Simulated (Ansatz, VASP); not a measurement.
## Two plane-wave programs on Cd3Se2S

File POSCAR:

```
Cd3Se2S
1.0
    4.3197321869      0.0000000000      0.0000000000
   -2.1598660934      3.7409978114      0.0000000000
    0.0000000000      0.0000000000     21.1479431000
Cd Se S
6 4 2
Direct
    0.6666666667      0.3333333333      0.1669220000
    0.6666666667      0.3333333333      0.4956190000
    0.6666666667      0.3333333333      0.8381430000
    0.3333333333      0.6666666667      0.9956190000
    0.3333333333      0.6666666667      0.3381430000
    0.3333333333      0.6666666667      0.6669220000
    0.6666666667      0.3333333333      0.2938320000
    0.6666666667      0.3333333333      0.6227710000
    0.3333333333      0.6666666667      0.1227710000
    0.3333333333      0.6666666667      0.7938320000
    0.6666666667      0.3333333333      0.9597130000
    0.3333333333      0.6666666667      0.4597130000
```

File INCAR.step1:

```
PREC = Accurate
ENCUT = 520
ISMEAR = 0
SIGMA = 0.02
LREAL = F
LASPH = T
NELM = 60
NBANDS = 66
GGA = PE
ALGO = Normal
EDIFF = 1E-4
LWAVE = T
LCHARG = F
```

The input INCAR.step2:

```
PREC = Accurate
ENCUT = 520
EDIFF = 1E-7
ISMEAR = 0
SIGMA = 0.02
LREAL = F
LASPH = T
NELM = 60
ALGO = Normal
ISIF = 2
LWAVE = F
LCHARG = F
METAGGA = R2SCAN
LMIXTAU = T
NBANDS = 66
ISTART = 1
```

Contents of KPOINTS:

```
Automatic mesh
0
Gamma
  6 6 2
```

Input for Ansatz:

```yaml
crystal:
  lattice:
    - [4.3197321869, 0.0, 0.0]
    - [-2.1598660934, 3.7409978114, 0.0]
    - [0.0, 0.0, 21.1479431]
  atoms:
    - { symbol: Cd, position: [0.6666666667, 0.3333333333, 0.166922] }
    - { symbol: Cd, position: [0.6666666667, 0.3333333333, 0.495619] }
    - { symbol: Cd, position: [0.6666666667, 0.3333333333, 0.838143] }
    - { symbol: Cd, position: [0.3333333333, 0.6666666667, 0.995619] }
    - { symbol: Cd, position: [0.3333333333, 0.6666666667, 0.338143] }
    - { symbol: Cd, position: [0.3333333333, 0.6666666667, 0.666922] }
    - { symbol: Se, position: [0.6666666667, 0.3333333333, 0.293832] }
    - { symbol: Se, position: [0.6666666667, 0.3333333333, 0.622771] }
    - { symbol: Se, position: [0.3333333333, 0.6666666667, 0.122771] }
    - { symbol: Se, position: [0.3333333333, 0.6666666667, 0.793832] }
    - { symbol: S, position: [0.6666666667, 0.3333333333, 0.959713] }
    - { symbol: S, position: [0.3333333333, 0.6666666667, 0.459713] }
basis:
  ecutwfc: 500
kpoints:
  mp_grid: { grid: [6, 6, 2] }
  band_path:
    path:
      - [[0.0, 0.0, 0.0], [0.5, 0.0, 0.0], [0.33333333, 0.33333333, 0.0], [0.0, 0.0, 0.0], [0.0, 0.0, 0.5], [0.5, 0.0, 0.5], [0.33333333, 0.33333333, 0.5], [0.0, 0.0, 0.5]]
      - [[0.5, 0.0, 0.5], [0.5, 0.0, 0.0]]
      - [[0.33333333, 0.33333333, 0.5], [0.33333333, 0.33333333, 0.0]]
    npoints: 10
hamiltonian:
  xc: r2scan
scf:
  occupations: { method: gaussian, width: 0.02 }
  n_extra_bands: 30
output:
  forces: true
  stress: true
  eigenvalues: true
  populations: true
  dos: { projected: true, de: 0.02, nscf_kmesh: { grid: [9, 9, 3] } }
  bader: false
  write_density: true
  write_potential: true
  elf: true
  volumetric_format: npy
```

Alike in both runs: task single point; functional r2SCAN; k mesh 6 × 6 × 2; occupations gaussian, width 0.02 eV; no spin polarisation.

```csv
,VASP,Ansatz
version,VASP 6.6.1,Ansatz 0.2.0
potentials or method,"VASP PAW PBE potentials, release 64 (Cd, Se, S), cutoff 520 eV","scalar-relativistic, plane waves, PAW"
valence electrons in the cell,108,196
```

```tsv
	VASP	Ansatz	Ansatz less VASP
gap on the k mesh at the Fermi level (eV)	1.08	1.09	+0.011
least direct gap on the mesh (eV)	1.08	1.09	+0.011
pressure (GPa)	-1.2	-1.5	-0.23
rms of the force components (eV/Å)	0.006	0.006	-0.0001
```

VASP's potentials were made for PBE, not for r2SCAN. Atom by atom the forces differ by 0.002 eV/Å (rms over components). VASP's potentials hold 108 valence electrons a cell and Ansatz's 196, so a difference there can come from the potentials and not from the codes.
